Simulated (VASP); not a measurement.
Write the native input for VASP 6.6.1 that does the following.

```yaml
Task: single point
Functional: PBEsol
Potentials_or_basis: VASP PAW PBE potentials, release 64 (Be)
Cutoff: 520 eV
k_mesh: 26 × 26 × 14
Occupations: fermi-dirac, width 0.05 eV
Spin: no spin polarisation
Dipole_correction: no
Further_INCAR_settings: ALGO = Normal; EDIFF = 1e-06; NBANDS = 9
```

The structure of Be lies in POSCAR:

```
Be
1.0
    1.6646442678      0.0000000000      0.0000000000
   -0.8323221339      1.4416242242      0.0000000000
    0.0000000000      0.0000000000      2.6940052130
Be
2
Direct
    0.3333333333      0.6666666667      0.2500000000
    0.6666666667      0.3333333333      0.7500000000
```

One way to write it, as run:

INCAR

```
SYSTEM = Be
  PREC = Accurate
  ENCUT = 520
  EDIFF = 1E-6
  ISMEAR = -1
  SIGMA = 0.05
  LREAL = .FALSE.
  LASPH = .TRUE.
  NELM = 100
  ALGO = Normal
  ISIF = 2
  LWAVE = .FALSE.
  LCHARG = .FALSE.
  GGA = PS
  NBANDS = 9
```

KPOINTS

```
Automatic mesh
0
G
  26 26 14
  0 0 0
```

Potentials or basis: VASP PAW PBE potentials, release 64 (Be).

The run is started by

```console
$ cat potpaw_PBE.64/Be/POTCAR > POTCAR
$ mpirun -np 1 vasp_std > vasp.out
```

It gave:

```
Pressure               : 477.4 GPa
Band gap on the k mesh : zero (band 2 reaches 18.58 eV, above the bottom of band 3 at 15.79 eV)
```

Caveat: the PAW data sets were made with another functional, which shifts forces and pressure a little.

Wall time 15 s on 1 thread of AMD EPYC 7R13 Processor (Zen 3), with other jobs on the host, peak memory 0.1 GiB.
